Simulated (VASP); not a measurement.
Set up this calculation in VASP 6.6.1, as the native input.

```yaml
Task: single point
Functional: PBEsol
Potentials_or_basis: VASP PAW PBE potentials, release 64 (Si)
Cutoff: 520 eV
k_mesh: 9 × 9 × 6
Occupations: gaussian, width 0.01 eV
Spin: non-collinear spin, zero start, spin-orbit coupling
Starting_moments: "[[0.0, 0.0, 0.0], [0.0, 0.0, 0.0], [0.0, 0.0, 0.0], [0.0, 0.0, 0.0]] μB"
Dipole_correction: no
Further_INCAR_settings: ALGO = Normal; EDIFF = 1e-07; NBANDS = 30
```

The structure of Si lies in POSCAR:

```
Si
1.0
    3.8247397559      0.0000000000      0.0000000000
   -1.9123698780      3.3123217915      0.0000000000
    0.0000000000      0.0000000000      6.3247507396
Si
4
Direct
    0.3333333333      0.6666666667      0.0000086252
    0.6666666667      0.3333333333      0.5000086252
    0.3333333333      0.6666666667      0.3739913748
    0.6666666667      0.3333333333      0.8739913748
```

This isn't the form of Si at room conditions, which is diamond.

One way to write it, as run:

INCAR

```
PREC = Accurate ; ENCUT = 520
EDIFF = 1E-7 ; ISMEAR = 0
SIGMA = 0.01 ; LREAL = F
LASPH = T ; NELM = 150
ALGO = Normal ; ISIF = 2
LWAVE = F ; LCHARG = F
MAGMOM = 0 0 0 0 0 0 0 0 0 0 0 0 ; LORBIT = 11
LSORBIT = T ; GGA_COMPAT = F
LORBMOM = T ; GGA = PS
NBANDS = 30
```

KPOINTS

```
Automatic mesh
0
Gamma
  9 9 6
```

Potentials or basis: VASP PAW PBE potentials, release 64 (Si).

Run with:

```bash
$ cat potpaw_PBE.64/Si/POTCAR > POTCAR
$ mpirun -np 1 vasp_ncl > vasp.out
```

Results of the run:

- Pressure: 0.1 GPa
- Net moment: 0.00 μB per cell
- Valence electrons inside the program's atomic spheres: Si 1.69

Caveat: the PAW data sets were made with another functional, which shifts forces and pressure a little.

Run time: 2.2 min on 1 thread of Intel(R) Xeon(R) Platinum 8488C (Sapphire Rapids), on a shared host, peak memory 0.4 GiB.
